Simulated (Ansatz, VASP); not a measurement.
# KCl: VASP beside Ansatz

```
K Cl
1.0
     5.42396    0.00000    0.00000
    -2.71198    4.69729    0.00000
     0.00000    0.00000    6.33275
K Cl
2 2
Direct
  0.33333 0.66667 0.93750
  0.66667 0.33333 0.43750
  0.33333 0.66667 0.43750
  0.66667 0.33333 0.93750
```

Change from the starting cell: hydrostatic strain +1.5%.

Alike in both runs: task single point; functional r2SCAN; k mesh 6 × 6 × 4; no spin polarisation.

```csv
,VASP,Ansatz
version,VASP 6.6.1,Ansatz 0.2.0
potentials or method,"VASP PAW PBE potentials, release 64 (K_sv, Cl)","plane waves, PAW"
plane-wave cutoff (eV),520,500
occupations,"gaussian, width 0.01 eV",fixed
valence electrons in the cell,32,32
```

|  | VASP | Ansatz | Ansatz less VASP |
| --- | --- | --- | --- |
| gap on the k mesh at the Fermi level (eV) | 5.28 | 5.28 | -0.002 |
| pressure (GPa) | -0.6 | -0.6 | +0.02 |
| traceless stress, the component that is largest in VASP (GPa) | -0.08 | -0.08 | -0.002 |

VASP's potentials were made for PBE, not for r2SCAN.
